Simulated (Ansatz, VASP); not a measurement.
# MnO2 in VASP and in Ansatz

```
Mn O
1.0
     2.85658    0.00000    0.00000
    -1.42829    2.47387    0.00000
     0.00000    0.00000    4.60137
Mn O
1 2
Direct
  0.00000 0.00000 0.50000
  0.66667 0.33333 0.29371
  0.33333 0.66667 0.70629
```

Alike in both runs: task single point; functional LDA; k mesh 12 × 12 × 6; occupations fermi-dirac, width 0.03 eV; collinear spin.

```csv
,VASP,Ansatz
version,VASP 6.6.1,Ansatz 0.2.0
potentials or method,"VASP PAW LDA potentials, release 64 (Mn_sv, O)","PAW with Ansatz's default frozen-core files, scalar-relativistic"
plane-wave cutoff (eV),600,420
valence electrons in the cell,27,27
```

VASP gave:

```
pressure (GPa)                                                : -9.4
traceless stress, the component that is largest in VASP (GPa) : 2.37
rms of the force components (eV/Å)                            : 0.248
net moment per atom (μB)                                      : 1.00
size of the moment on the site where the two differ most (μB) : 2.67
```

Which values does Ansatz return?

Pressure (GPa): -8.9; traceless stress, the component that is largest in VASP (GPa): 2.55; rms of the force components (eV/Å): 0.260; net moment per atom (μB): 1.00; size of the moment on the site where the two differ most (μB): 2.47.

LDA's correlation is that of Perdew and Zunger in VASP and of Perdew and Wang (1992) in Ansatz. Site moments also hang on the region over which each program counts them. Atom by atom the forces differ by 0.013 eV/Å (rms over components).
